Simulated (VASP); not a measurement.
A run of VASP 6.6.1 is set up as follows.

Contents of INCAR:

```
SYSTEM = Rh
PREC = Accurate
ENCUT = 520
EDIFF = 1E-6
ISMEAR = 0
SIGMA = 0.15
LREAL = .FALSE.
LASPH = .TRUE.
NELM = 150
ALGO = Fast
ISIF = 2
LWAVE = .FALSE.
LCHARG = .FALSE.
ISPIN = 2
MAGMOM = 1
LORBIT = 11
NUPDOWN = 1.0
LMAXMIX = 4
NBANDS = 18
```

KPOINTS

```
Automatic mesh
0
G
  22 22 22
  0 0 0
```

POSCAR

```
Rh
1.0
    0.0000000000      1.8770352617      1.8770352617
    1.8770352617      0.0000000000      1.8770352617
    1.8770352617      1.8770352617      0.0000000000
Rh
1
Direct
    0.0000000000      0.0000000000      0.0000000000
```

Potentials or basis: VASP PAW LDA potentials, release 64 (Rh_pv).

Launch:

```bash
$ cat potpaw_LDA.64/Rh_pv/POTCAR > POTCAR
$ mpirun -np 1 vasp_std > vasp.out
```

(1) What does it give for the pressure?

## Answers

(1) 8.9 GPa.

Caveat: the cell stands under pressure; the total moment is fixed, so each spin has its own Fermi level and the state may be an excited one.
